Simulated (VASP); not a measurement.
Input of a VASP 6.6.1 run:

The input INCAR:

```
  ALGO = Normal
  EDIFF = 1E-6
  ENCUT = 520
  GGA = PE
  ISIF = 2
  ISMEAR = 0
  LASPH = T
  LCHARG = T
  LELF = T
  LREAL = F
  LVHAR = T
  LWAVE = F
  NBANDS = 21
  NELM = 80
  PREC = Accurate
  SIGMA = 0.1
```

File KPOINTS:

```
k-points
0
Gamma
  12 12 4
```

File POSCAR:

```
Si2C
1.0
    2.9230749352      0.0000000000      0.0000000000
   -1.4615374676      2.5314571510      0.0000000000
    0.0000000000      0.0000000000      8.8412522054
Si C
4 2
Direct
    0.3333333333      0.6666666667      0.6131544518
    0.6666666667      0.3333333333      0.1131544518
    0.3333333333      0.6666666667      0.8868455482
    0.6666666667      0.3333333333      0.3868455482
    0.3333333333      0.6666666667      0.2500000000
    0.6666666667      0.3333333333      0.7500000000
```

Potentials or basis: VASP PAW PBE potentials, release 64 (Si, C).

Command:

```bash
$ cat potpaw_PBE.64/Si/POTCAR potpaw_PBE.64/C/POTCAR > POTCAR
$ mpirun -np 1 vasp_std > vasp.out
```

Q: Estimate the band gap on the k mesh.

A: Zero (band 12 reaches 15.26 eV, above the bottom of band 13 at 7.85 eV).

Q: Predict the largest force.

A: 0.023 eV/Å.

Q: What does it give for the pressure?

A: 0.0 GPa.

Stress tensor (GPa, compression positive):
```
 0.12  0.00  0.00
 0.00  0.12  0.00
 0.00  0.00 -0.16
```
